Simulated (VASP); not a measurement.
A run of VASP 6.6.1 is set up as follows.

Contents of INCAR:

```
SYSTEM = BaTiO3
ALGO = Normal ; EDIFF = 1E-6
ENCUT = 520 ; GGA = PE
ISIF = 2 ; ISMEAR = 0
LASPH = .TRUE. ; LCHARG = .TRUE.
LELF = .TRUE. ; LREAL = .FALSE.
LVHAR = .TRUE. ; LWAVE = .FALSE.
NBANDS = 28 ; NELM = 80
PREC = Accurate ; SIGMA = 0.05
```

The input KPOINTS:

```
k-points
0
G
  6 6 6
  0 0 0
```

POSCAR

```
BaTiO3
1.0
    2.8630706910      1.6529946342      2.3563003940
   -2.8630706910      1.6529946342      2.3563003940
    0.0000000000     -3.3059892684      2.3563003940
Ba Ti O
1 1 3
Direct
    0.0261742258      0.0261742258      0.0261742258
    0.5191875227      0.5191875227      0.5191875227
    0.4883938465      0.4883938465      0.9777702638
    0.4883938465      0.9777702638      0.4883938465
    0.9777702638      0.4883938465      0.4883938465
```

Potentials or basis: VASP PAW PBE potentials, release 64 (Ba_sv, Ti_sv, O).

Launch:

```bash
$ cat potpaw_PBE.64/Ba_sv/POTCAR potpaw_PBE.64/Ti_sv/POTCAR potpaw_PBE.64/O/POTCAR > POTCAR
$ mpirun -np 1 vasp_std > vasp.out
```

Task: Predict the largest force.

Result: 0.992 eV/Å.

Task: What does it give for the pressure?

Result: 2.6 GPa.

Task: What does it give for the band gap on the k mesh?

Result: 2.59 eV (least direct gap 3.16 eV).

Stress tensor (GPa, compression positive):
```
2.18 0.00 0.00
0.00 2.18 0.00
0.00 0.00 3.56
```

Caveat: the cell differs from its parent crystal (atom 1 (Ba) moved -0.150 Å towards its neighbour atom 2 (Ti) at 3.434 Å); spin-orbit coupling is left out, which moves the levels of the heavy elements. A k mesh can miss the band edges.
